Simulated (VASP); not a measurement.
**MnSi: single point with PBE0**

Crystal: MnSi.

```
Mn Si
1.0
     3.07218    0.00000    0.00000
     0.00000    3.07218    0.00000
     0.00000    0.00000    3.07218
Mn Si
1 1
Direct
  0.00000 0.00000 0.00000
  0.50000 0.50000 0.50000
```

| Quantity | Value |
| --- | --- |
| Program | VASP 6.6.1 |
| Task | single point |
| Functional | PBE0 |
| Potentials or basis | VASP PAW PBE potentials, release 64 (Mn_pv, Si) |
| Cutoff | 520 eV |
| k mesh | 5 × 5 × 5 |
| Occupations | fermi-dirac, width 0.05 eV |
| Spin | collinear spin, ferromagnetic start |
| Starting moments | [4.0, 0.0] μB |

```yaml
Pressure: -2.6 GPa
Net_moment: 3.43 μB per cell
Site_moments: Mn +3.70; Si -0.11 μB
Valence_electrons_inside_the_program's_atomic_spheres: Mn 11.58; Si 1.61
```

Levels at points of the mesh, in eV from the Fermi level:
Spin up:
```csv
k point,band 6,band 7,band 8,band 9,band 10,band 11,band 12,band 13,band 14,band 15
"(0.00, 0.00, 0.00)",-6.33,-4.54,-4.54,-4.54,2.60,2.60,2.60,7.47,7.47,8.82
```
Spin down:
| k point | band 5 | band 6 | band 7 | band 8 | band 9 | band 10 |
| --- | --- | --- | --- | --- | --- | --- |
| (0.00, 0.00, 0.00) | -1.68 | -1.68 | 2.49 | 2.49 | 2.49 | 3.46 |

Run time: 35 min on 1 thread of Intel(R) Xeon(R) Platinum 8259CL CPU @ 2.50GHz (Skylake/Cascade Lake), on a shared host, peak memory 0.16 GiB.

Caveat: the k points lie up to 0.41 Å⁻¹ apart; the PAW data sets were made with another functional, which shifts forces and pressure a little.
